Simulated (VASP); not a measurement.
A run of VASP 6.6.1:

Contents of INCAR:

```
PREC = Accurate ; ENCUT = 520
EDIFF = 1E-6 ; ISMEAR = -1
SIGMA = 0.1 ; LREAL = Auto
LASPH = T ; NELM = 100
ALGO = Normal ; ISIF = 2
LWAVE = F ; LCHARG = F
GGA = PE ; IVDW = 12
NBANDS = 52
```

Contents of KPOINTS:

```
regular mesh
0
Gamma
  2 3 3
```

File POSCAR:

```
Al8GaN8
1.0
   -3.1285880000     -5.4188740000      0.0000000000
    4.6928820000     -2.7094370000      0.0000000000
    0.0000000000      0.0000000000      5.0169550000
Al N Ga
8 8 1
Direct
    0.4993402342      0.6922667399      0.5079365196
    0.4993485413      0.3956352227      1.0793202891
    0.2430890483      0.1276385627      0.3821334504
    0.2415676510      0.8231665103      0.9715759995
   -0.0006560188      0.6375223371      0.4807178329
   -0.0006264655      0.3504824770      1.0007514683
    0.7555960788      0.1275340427      0.3821468633
    0.7572819775      0.8231565536      0.9715214557
    0.4994188271      0.6706246451      0.8815972297
    0.4992315092      0.3522130890      0.4314041564
    0.2628439247      0.1849968972      0.9939732606
    0.2390209941      0.7802608356      0.3361009850
   -0.0005571676      0.6660069571      0.8481228946
   -0.0006852167      0.3086176701      0.3976911670
    0.7358981134      0.1850465779      0.9940756781
    0.7596412098      0.7801519943      0.3360273588
    0.4994325592      0.1041525878      0.7195295911
```

Potentials or basis: VASP PAW PBE potentials, release 64 (Al, N, Ga_d).

Command:

```bash
$ cat potpaw_PBE.64/Al/POTCAR potpaw_PBE.64/N/POTCAR potpaw_PBE.64/Ga_d/POTCAR > POTCAR
$ mpirun -np 1 vasp_std > vasp.out
```

Hardware: 1 thread of Intel(R) Xeon(R) Platinum 8488C (Sapphire Rapids) (shared host).

Question: How long does it take, and how much memory?

Answer: Run time: 2.5 min on 1 thread of Intel(R) Xeon(R) Platinum 8488C (Sapphire Rapids), on a shared host, peak memory 0.29 GiB. Counts: scf iterations 17, k points 10.
